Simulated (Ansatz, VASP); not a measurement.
## WSe2: VASP beside Ansatz

```xyz
6
Lattice="3.2823 0.0000 0.0000 -1.6411 2.8425 0.0000 0.0000 0.0000 45.5261" Properties=species:S:1:pos:R:3 pbc="T T T"
Se    0.0000    1.8950   17.8759
Se    0.0000    1.8950   21.2453
Se    1.6411    0.9475   24.2808
Se    1.6411    0.9475   27.6502
W     1.6411    0.9475   19.5609
W     0.0000    1.8950   25.9652
```

Alike in both runs: functional PBE; dispersion D3(BJ); k mesh 9 × 9 × 1; occupations gaussian, width 0.02 eV; no spin polarisation.

Ansatz relaxed the structure, and its values are those at the end. VASP's run is a single point on that final structure, the one shown.

|  | VASP | Ansatz |
| --- | --- | --- |
| version | VASP 6.6.1 | Ansatz 0.2.0 |
| potentials or method | VASP PAW PBE potentials, release 64 (Se, W_sv), cutoff 520 eV | scalar-relativistic, plane waves, PAW |
| valence electrons in the cell | 52 | 92 |

```csv
,VASP,Ansatz,Ansatz less VASP
gap on the k mesh at the Fermi level (eV),1.37,1.38,+0.004
least direct gap on the mesh (eV),1.62,1.62,+0.003
rms of the force components (eV/Å),0.023,0.000,-0.0222
```

VASP's potentials hold 52 valence electrons a cell and Ansatz's 92, so a difference there can come from the potentials and not from the codes.

Neither program's run includes spin-orbit coupling.
